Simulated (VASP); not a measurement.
Wanted: the native input for a VASP 6.6.1 run.

```
Task                   : single point
Functional             : PBE
Potentials or basis    : VASP PAW PBE potentials, release 64 (Al, N)
Cutoff                 : 520 eV
k mesh                 : 12 × 12 × 6
Occupations            : gaussian, width 0.05 eV
Spin                   : no spin polarisation
Dipole correction      : no
Further INCAR settings : ALGO = Normal; EDIFF = 1e-07; NBANDS = 16
```

The structure of AlN lies in POSCAR:

```
AlN
1.0
    3.2554491453      0.0000000000      0.0000000000
   -1.6277245727      2.8193016605      0.0000000000
    0.0000000000      0.0000000000      4.6165412822
Al N
2 2
Direct
    0.3333333333      0.6666666667      0.0017287175
    0.6666666667      0.3333333333      0.5017287175
    0.3333333333      0.6666666667      0.3832712825
    0.6666666667      0.3333333333      0.8832712825
```

This cell differs from its parent crystal: strain +0.040 along x and y, -0.080 along z.

The input as run:

INCAR

```
PREC = Accurate ; ENCUT = 520
EDIFF = 1E-7 ; ISMEAR = 0
SIGMA = 0.05 ; LREAL = False
LASPH = True ; NELM = 80
ALGO = Normal ; ISIF = 2
LWAVE = False ; LCHARG = False
GGA = PE ; NBANDS = 16
```

KPOINTS

```
Automatic mesh
0
Gamma
  12 12 6
```

Potentials or basis: VASP PAW PBE potentials, release 64 (Al, N).

Run with:

```bash
$ cat potpaw_PBE.64/Al/POTCAR potpaw_PBE.64/N/POTCAR > POTCAR
$ mpirun -np 1 vasp_std > vasp.out
```

It gave:

* Pressure: 3.7 GPa
* Largest force: 2.223 eV/Å
* Band gap on the k mesh: 3.77 eV

Caveat: the cell differs from its parent crystal (strain +0.040 along x and y, -0.080 along z); the cell stands under pressure; forces of over 1 eV/Å act on the atoms, so gaps and moduli don't describe the material at rest.

It took 33 s on 1 thread of Intel Xeon 8259CL, with other jobs on the host, peak memory 0.17 GiB.
